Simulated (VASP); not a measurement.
Input of a VASP 6.6.1 run:

File INCAR:

```
ALGO = Normal
EDIFF = 1E-6
ENCUT = 500
GGA = PE
GGA_COMPAT = False
ISIF = 2
ISMEAR = -1
LASPH = True
LCHARG = True
LELF = True
LREAL = False
LVHAR = True
LWAVE = False
NBANDS = 8
NELM = 120
PREC = Accurate
SIGMA = 0.08
```

Contents of KPOINTS:

```
k-points
0
Gamma
  15 15 15
```

POSCAR

```
As
1.0
    2.7291078612      0.0000000000      0.0000000000
    0.0000000000      2.7291078612      0.0000000000
    0.0000000000      0.0000000000      2.7291078612
As
1
Direct
    0.0000000000      0.0000000000      0.0000000000
```

Potentials or basis: VASP PAW PBE potentials, release 64 (As).

Run with:

```console
$ cat potpaw_PBE.64/As/POTCAR > POTCAR
$ mpirun -np 1 vasp_std > vasp.out
```

What does it give for the pressure?

0.1 GPa.
